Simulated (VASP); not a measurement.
# Si16F (a cell with a defect) in VASP: a series of runs, part 2 of 2

VASP 6.6.1. Earlier steps stand in the parts before.

## 3. Single point, PBE, collinear spin, ferromagnetic start

Contents of INCAR:

```
PREC = Accurate
ENCUT = 520
EDIFF = 1E-7
ISMEAR = -1
SIGMA = 0.02
LREAL = Auto
LASPH = T
NELM = 150
ALGO = Normal
ISIF = 2
LWAVE = F
LCHARG = T
ISPIN = 2
MAGMOM = 0 0 0 0 0 0 0 0 0 0 0 0 0 0 0 0 1
LORBIT = 11
GGA = PE
LELF = T
LVHAR = T
NBANDS = 54
```

Contents of KPOINTS:

```
regular mesh
0
Gamma
  2 2 2
```

Contents of POSCAR:

```
Si16F
1.0
    0.0000000000      5.4300000000      5.4300000000
    5.4300000000      0.0000000000      5.4300000000
    5.4300000000      5.4300000000      0.0000000000
Si F
16 1
Direct
    0.0234806630     -0.0225966851     -0.0065561694
    0.0757826888      0.0852486188      0.2058931860
   -0.0588029466      0.0039963168      0.6003314917
    0.1306629834      0.1702578269      0.5934622468
    0.0224769797      0.5155524862      0.0084438306
    0.1996316759      0.5741620626      0.1306998158
    0.0167219153      0.5408103131      0.5042173112
    0.1196408840      0.6442633517      0.6636003683
    0.4363443831      0.0521086556      0.0224953959
    0.6670810313      0.1455340700      0.0404880295
    0.4904051565     -0.0104788214      0.4354143646
    0.5849907919      0.0842357274      0.6393922652
    0.5594290976      0.5063351750     -0.0471823204
    0.6122836096      0.6733517495      0.1375690608
    0.4783977901      0.4724677716      0.5195764273
    0.6860957643      0.6076611418      0.5893186004
    0.7679926335      0.2691344383      0.2849539595
```

Potentials or basis: VASP PAW PBE potentials, release 64 (Si, F).

The run is started by

```bash
$ cat potpaw_PBE.64/Si/POTCAR potpaw_PBE.64/F/POTCAR > POTCAR
$ mpirun -np 1 vasp_std > vasp.out
```

OUTCAR:

```text
PREC = Accurate
   ENCUT = 520
   EDIFF = 1E-7
   ISMEAR = -1
   LREAL = Auto
   LASPH = T
   NELM = 150
   ISIF = 2
   ISPIN = 2
   LORBIT = 11
   GGA = PE

 ion  position               nearest neighbor table
   1  0.023  0.977  0.993-  10 2.29   2 2.42   4 2.54   6 2.55
   2  0.076  0.085  0.206-  17 2.01   9 2.34   1 2.42   3 2.50   5 2.76
   3  0.941  0.004  0.600-   8 2.30   4 2.34  12 2.37   2 2.50
   4  0.131  0.170  0.593-   3 2.34   7 2.34  11 2.35   1 2.54
   5  0.022  0.516  0.008-   8 2.17   6 2.29  14 2.58   2 2.76
   6  0.200  0.574  0.131-   5 2.29  13 2.30   7 2.42   1 2.55
   7  0.017  0.541  0.504-  16 2.12   8 2.31   4 2.34   6 2.42
   8  0.120  0.644  0.664-   5 2.17   3 2.30   7 2.31  15 2.31
   9  0.436  0.052  0.022-  10 2.30   2 2.34  14 2.40  12 2.49
  10  0.667  0.146  0.040-  13 2.28   1 2.29   9 2.30  11 2.52
  11  0.490  0.990  0.435-   4 2.35  16 2.48  12 2.51  10 2.52
  12  0.585  0.084  0.639-   3 2.37  17 2.39  15 2.44   9 2.49  11 2.51
  13  0.559  0.506  0.953-  16 2.28  10 2.28   6 2.30  14 2.60
  14  0.612  0.673  0.138-   9 2.40  15 2.47   5 2.58  13 2.60
  15  0.478  0.472  0.520-   8 2.31  17 2.44  12 2.44  14 2.47  16 2.64
  16  0.686  0.608  0.589-   7 2.12  13 2.28  11 2.48  15 2.64
  17  0.768  0.269  0.285-   2 2.01  12 2.39  15 2.44

  LATTYP: Found a face centered cubic cell.
[... 1034 lines left out ...]
  energy-cutoff  :      520.00
  volume of cell :      320.21
      direct lattice vectors                 reciprocal lattice vectors
     0.000000000  5.430000000  5.430000000    -0.092081031  0.092081031  0.092081031
     5.430000000  0.000000000  5.430000000     0.092081031 -0.092081031  0.092081031
     5.430000000  5.430000000  0.000000000     0.092081031  0.092081031 -0.092081031

 POSITION                                       TOTAL-FORCE (eV/Angst)
 -----------------------------------------------------------------------------------
     10.70170      5.52190      5.43480        -0.745572      0.794213      0.902430
      1.58090      1.52950      0.87440         0.930295     -0.798438     -0.118747
      3.28150      8.37050      5.13240        -0.603893     -0.791947      0.618072
      4.14700      3.93200      1.63400         0.205261      1.148180     -1.284799
      2.84530      0.16790      2.92150         1.342349      0.820542     -2.185000
      3.82740      1.79370      4.20170         1.276281     -1.210162      0.369645
[... 9 lines left out ...]
      6.49960      6.92550      7.02510         0.973051     -3.942306     -2.734048
      3.00870      5.71750      5.63160        -1.013810      0.314011      0.327905
 -----------------------------------------------------------------------------------
    total drift:                                0.000398     -0.005044     -0.002231

  FREE ENERGIE OF THE ION-ELECTRON SYSTEM (eV)
  ---------------------------------------------------
  free  energy   TOTEN  =       -84.1569153103 eV

  energy  without entropy=      -84.1485547280  energy(sigma->0) =      -84.15273502

 total charge

# of ion       s       p       d       tot
------------------------------------------
    1        0.766   0.864   0.000   1.630
    2        0.770   0.794   0.000   1.563
    3        0.768   0.903   0.000   1.671
    4        0.755   0.889   0.000   1.644
    5        0.782   0.890   0.000   1.672
    6        0.755   0.911   0.000   1.666
[... 9 lines left out ...]
   16        0.758   0.941   0.000   1.699
   17        1.760   4.310   0.000   6.070
--------------------------------------------------
tot         14.013  18.554   0.000  32.568

 magnetization (x)

# of ion       s       p       d       tot
------------------------------------------
    1        0.000   0.002   0.000   0.002
    2        0.001   0.012   0.000   0.013
    3        0.000   0.004   0.000   0.005
    4        0.000   0.000   0.000   0.001
    5        0.001   0.024   0.000   0.025
    6       -0.000  -0.000   0.000  -0.000
[... 9 lines left out ...]
   16        0.000   0.001   0.000   0.001
   17        0.000   0.015   0.000   0.015
--------------------------------------------------
tot          0.008   0.094   0.000   0.102
```

stdout:

```text
POSCAR found type information on POSCAR SiF
 POSCAR found :  2 types and      17 ions
 scaLAPACK will be used
 LDA part: xc-table for (Slater+PW92), standard interpolation
 POSCAR, INCAR and KPOINTS ok, starting setup
 FFT: planning ... GRIDC
 FFT: planning ... GRID_SOFT
 FFT: planning ... GRID
 WAVECAR not read
 entering main loop
```

It took 11 min on 1 thread of Intel Xeon Platinum 8259CL at 2.50GHz (Skylake/Cascade Lake), shared host; peak memory 0.71 GiB.

Results:

| Item | Value |
| --- | --- |
| Free energy | -84.1569 eV |
| Pressure | 1.9 GPa |
| Largest force | 4.895 eV/Å |
| Net moment | 0.24 μB per cell |
| Site moments | Si +0.00, +0.01, +0.03, -0.00, +0.02; F +0.01 μB |
| Valence electrons inside the program's atomic spheres | Si 1.63, 1.56, 1.67, 1.64, 1.74, 1.77, 1.66, 1.69, 1.62, 1.60, 1.58, 1.61, 1.70; F 6.07 |

Forces in eV/Å, atoms in the order of the input:
```
Si  -0.746  0.794  0.902
Si   0.930 -0.798 -0.119
Si  -0.604 -0.792  0.618
Si   0.205  1.148 -1.285
Si   1.342  0.821 -2.185
Si   1.276 -1.210  0.370
Si  -2.150  1.230  1.673
Si  -0.943 -0.409  0.935
Si  -1.510 -0.270 -0.165
Si   0.703  0.672 -1.250
Si   0.064  0.936  0.824
Si   1.182 -0.490  0.096
Si   1.636  0.883  1.045
Si  -1.149  0.403 -0.804
Si  -0.197  0.711  1.750
Si   0.973 -3.942 -2.734
F   -1.014  0.314  0.328
```

Levels at points of the mesh, in eV from the Fermi level:
Spin up:
```tsv
k point	band 32	band 33	band 34	band 35	band 36	band 37	band 38	band 39	band 40	band 41
(0.00, 0.00, 0.00)	-0.63	-0.61	-0.40	-0.08	0.04	0.27	0.39	0.48	0.82	1.00
(0.50, 0.00, 0.00)	-1.40	-0.57	-0.52	-0.20	0.01	0.79	0.98	1.10	1.47	1.73
(0.00, 0.50, 0.00)	-1.38	-0.95	-0.66	-0.27	-0.14	0.53	0.71	0.95	1.24	1.61
(0.00, 0.00, 0.50)	-1.44	-0.97	-0.64	-0.50	0.23	0.74	0.81	1.03	1.37	1.49
(0.50, 0.50, 0.50)	-1.19	-0.90	-0.71	-0.22	-0.01	0.33	0.87	1.09	1.32	1.44
(0.50, 0.50, 0.00)	-1.33	-1.18	-0.75	-0.60	-0.03	0.82	0.97	1.49	1.75	2.16
(0.00, 0.50, 0.50)	-1.25	-1.17	-1.04	-0.71	-0.17	0.91	1.14	1.59	1.83	2.16
(0.50, 0.00, 0.50)	-1.36	-1.12	-0.93	-0.62	-0.10	0.99	1.04	1.57	1.99	2.18
```
Spin down:
```csv
k point,band 31,band 32,band 33,band 34,band 35,band 36,band 37,band 38,band 39,band 40
"(0.00, 0.00, 0.00)",-0.83,-0.61,-0.59,-0.38,-0.07,0.08,0.28,0.45,0.49,0.85
"(0.50, 0.00, 0.00)",-1.45,-1.38,-0.55,-0.51,-0.18,0.06,0.80,0.99,1.12,1.48
"(0.00, 0.50, 0.00)",-1.54,-1.36,-0.94,-0.64,-0.26,-0.11,0.55,0.72,0.97,1.25
"(0.00, 0.00, 0.50)",-1.54,-1.43,-0.96,-0.62,-0.49,0.30,0.76,0.82,1.04,1.38
"(0.50, 0.50, 0.50)",-1.41,-1.17,-0.89,-0.69,-0.21,0.08,0.34,0.88,1.10,1.33
"(0.50, 0.50, 0.00)",-1.73,-1.32,-1.17,-0.74,-0.59,0.06,0.83,0.98,1.50,1.76
"(0.00, 0.50, 0.50)",-1.57,-1.23,-1.15,-1.03,-0.68,-0.12,0.92,1.15,1.60,1.84
"(0.50, 0.00, 0.50)",-1.56,-1.35,-1.10,-0.91,-0.60,-0.05,1.00,1.05,1.58,2.01
```

Caveat: the k points lie up to 0.50 Å⁻¹ apart.

## 4. Single point, PBE, collinear spin, ferromagnetic start

Contents of INCAR:

```
SYSTEM = Si16F
PREC = Accurate
ENCUT = 520
EDIFF = 1E-6
ISMEAR = -1
SIGMA = 0.02
LREAL = Auto
LASPH = .True.
NELM = 150
ALGO = Normal
ISIF = 2
LWAVE = .False.
LCHARG = .False.
ISPIN = 2
MAGMOM = 0 0 0 0 0 0 0 0 0 0 0 0 0 0 0 0 1
LORBIT = 11
GGA = PE
NBANDS = 54
```

Contents of KPOINTS:

```
Automatic mesh
0
Gamma
  2 2 2
  0 0 0
```

Contents of POSCAR:

```
Si16F
1.0
    0.0000000000      5.4300000000      5.4300000000
    5.4300000000      0.0000000000      5.4300000000
    5.4300000000      5.4300000000      0.0000000000
Si F
16 1
Direct
    0.0311878453     -0.0361049724      0.0125322284
    0.0654972376      0.1144659300      0.1921086556
   -0.0502209945      0.0134438306      0.6008655617
    0.1216850829      0.1701197053      0.6271546961
    0.0164180479      0.4824585635      0.0487569061
    0.1800828729      0.6157366483      0.1307274401
    0.0415101289      0.5444935543      0.4921178637
    0.1301197053      0.6596040516      0.6603959484
    0.4885819521      0.0331860037     -0.0263535912
    0.6551289134      0.1475966851      0.0718139963
    0.4693093923     -0.0276703499      0.4244106814
    0.5727255985      0.0830755064      0.6305156538
    0.5846593002      0.5420441989     -0.0680478821
    0.6425230203      0.6411602210      0.1395027624
    0.4823848987      0.4654419890      0.5192173112
    0.6454327808      0.6036464088      0.5482872928
    0.7200920810      0.2546961326      0.3339042357
```

Potentials or basis: VASP PAW PBE potentials, release 64 (Si, F).

The run is started by

```bash
$ cat potpaw_PBE.64/Si/POTCAR potpaw_PBE.64/F/POTCAR > POTCAR
$ mpirun -np 1 vasp_std > vasp.out
```

OUTCAR:

```text
SYSTEM = Si16F
   PREC = Accurate
   ENCUT = 520
   EDIFF = 1E-6
   ISMEAR = -1
   LREAL = Auto
   LASPH = .True.
   NELM = 150
   ISIF = 2
   ISPIN = 2
   LORBIT = 11
   GGA = PE

 ion  position               nearest neighbor table
   1  0.031  0.964  0.013-   6 2.20   2 2.36  10 2.41   4 2.47
   2  0.065  0.114  0.192-  17 2.19   1 2.36   5 2.36   3 2.59   9 2.71
   3  0.950  0.013  0.601-   8 2.27   4 2.31  12 2.58   2 2.59
   4  0.122  0.170  0.627-   3 2.31   7 2.37  11 2.45   1 2.47
   5  0.016  0.482  0.049-  14 2.36   2 2.36   6 2.40   8 2.46
   6  0.180  0.616  0.131-   1 2.20   7 2.29   5 2.40  13 2.58
   7  0.042  0.544  0.492-   6 2.29   8 2.35   4 2.37  16 2.67
   8  0.130  0.660  0.660-   3 2.27  15 2.32   7 2.35   5 2.46
[... 1058 lines left out ...]
      2.88450      0.35390      2.70890        -0.272884     -0.297605      0.785233
      4.05330      1.68770      4.32130        -1.947210      0.840928     -0.029796
[... 9 lines left out ...]
      6.25500      6.48190      6.78250         2.108127      2.800611      2.549437
      3.19610      5.72320      5.29310        -1.194668     -0.045262     -0.032972
 -----------------------------------------------------------------------------------
    total drift:                                0.001640     -0.001346      0.000795

  FREE ENERGIE OF THE ION-ELECTRON SYSTEM (eV)
  ---------------------------------------------------
  free  energy   TOTEN  =       -83.8933511099 eV

  energy  without entropy=      -83.8832724802  energy(sigma->0) =      -83.88831180

 total charge

# of ion       s       p       d       tot
------------------------------------------
    1        0.758   0.931   0.000   1.689
    2        0.771   0.815   0.000   1.587
    3        0.786   0.862   0.000   1.649
    4        0.756   0.883   0.000   1.639
    5        0.756   0.907   0.000   1.663
    6        0.754   0.941   0.000   1.695
[... 9 lines left out ...]
   16        0.776   0.872   0.000   1.648
   17        1.766   4.318   0.000   6.085
--------------------------------------------------
tot         14.073  18.326   0.000  32.399

 magnetization (x)

# of ion       s       p       d       tot
------------------------------------------
    1       -0.000   0.000   0.000   0.000
    2        0.000   0.000   0.000   0.001
    3        0.000   0.000   0.000   0.000
    4       -0.000  -0.000   0.000  -0.000
    5        0.000   0.000   0.000   0.000
    6       -0.000   0.000   0.000   0.000
[... 9 lines left out ...]
   16        0.000   0.000   0.000   0.000
   17        0.000   0.000   0.000   0.000
--------------------------------------------------
tot          0.000   0.003   0.000   0.003
```

stdout:

```text
POSCAR found type information on POSCAR SiF
 POSCAR found :  2 types and      17 ions
 scaLAPACK will be used
 LDA part: xc-table for (Slater+PW92), standard interpolation
 POSCAR, INCAR and KPOINTS ok, starting setup
 FFT: planning ... GRIDC
 FFT: planning ... GRID_SOFT
 FFT: planning ... GRID
 WAVECAR not read
 entering main loop
```

It took 11 min on 1 thread of Intel Xeon Platinum 8259CL at 2.50GHz (Skylake/Cascade Lake), shared host; peak memory 0.71 GiB.

What came out:

* Free energy: -83.8934 eV
* Pressure: 1.2 GPa
* Largest force: 4.334 eV/Å
* Net moment: 0.01 μB per cell
* Valence electrons inside the program's atomic spheres: Si 1.69, 1.59, 1.65, 1.64, 1.66, 1.70, 1.63, 1.62, 1.58, 1.60; F 6.08

Forces on the atoms (eV/Å):
```
Si   1.341 -1.790  1.495
Si   0.108  1.043  0.693
Si  -0.841 -1.351  0.147
Si  -0.307  0.943 -0.330
Si  -0.273 -0.298  0.785
Si  -1.947  0.841 -0.030
Si   0.216 -0.613 -1.429
Si   0.165  0.797 -1.297
Si   0.724  1.524 -1.268
Si   0.059 -0.677  0.195
Si   1.374  0.758  0.554
Si  -0.871 -0.915  0.461
Si  -0.596 -0.716 -1.773
Si   0.642 -0.966  0.606
Si  -0.707 -1.336 -1.326
Si   2.108  2.801  2.549
F   -1.195 -0.045 -0.033
```

Stress tensor (GPa, compression positive):
```
 0.50 -0.47  1.91
-0.47  2.54 -0.93
 1.91 -0.93  0.60
```

Levels at points of the mesh, in eV from the Fermi level:
Spin up:
```csv
k point,band 33,band 34,band 35,band 36,band 37,band 38
"(0.00, 0.00, 0.00)",-0.60,-0.25,-0.06,0.15,0.30,0.53
"(0.50, 0.00, 0.00)",-1.04,-0.80,-0.31,-0.23,0.46,0.78
"(0.00, 0.50, 0.00)",-0.96,-0.71,-0.46,0.06,0.60,0.83
"(0.00, 0.00, 0.50)",-0.91,-0.68,-0.39,-0.01,0.51,1.03
"(0.50, 0.50, 0.50)",-0.93,-0.68,-0.32,0.03,0.64,1.00
"(0.50, 0.50, 0.00)",-1.23,-0.88,-0.77,-0.25,0.63,1.11
"(0.00, 0.50, 0.50)",-1.15,-0.88,-0.67,-0.27,0.50,1.11
"(0.50, 0.00, 0.50)",-1.19,-0.95,-0.74,0.02,1.01,1.22
```
Spin down:
```
           k point  band 31  band 32  band 33  band 34  band 35  band 36  band 37  band 38  band 39  band 40
(0.00, 0.00, 0.00)    -0.99    -0.71    -0.60    -0.25    -0.06     0.15     0.30     0.53     0.56     0.62
(0.50, 0.00, 0.00)    -1.70    -1.24    -1.04    -0.80    -0.31    -0.22     0.46     0.78     1.08     1.28
(0.00, 0.50, 0.00)    -1.40    -1.37    -0.96    -0.70    -0.46     0.07     0.60     0.83     1.06     1.26
(0.00, 0.00, 0.50)    -1.67    -1.32    -0.91    -0.68    -0.39    -0.01     0.51     1.04     1.22     1.47
(0.50, 0.50, 0.50)    -1.36    -1.19    -0.93    -0.68    -0.32     0.03     0.64     1.00     1.26     1.54
(0.50, 0.50, 0.00)    -1.58    -1.40    -1.23    -0.88    -0.77    -0.25     0.63     1.11     1.61     1.64
(0.00, 0.50, 0.50)    -1.52    -1.34    -1.15    -0.88    -0.67    -0.27     0.50     1.11     1.64     1.81
(0.50, 0.00, 0.50)    -1.65    -1.38    -1.19    -0.95    -0.74     0.03     1.01     1.22     1.75     1.84
```

Caveat: the k points lie up to 0.50 Å⁻¹ apart.
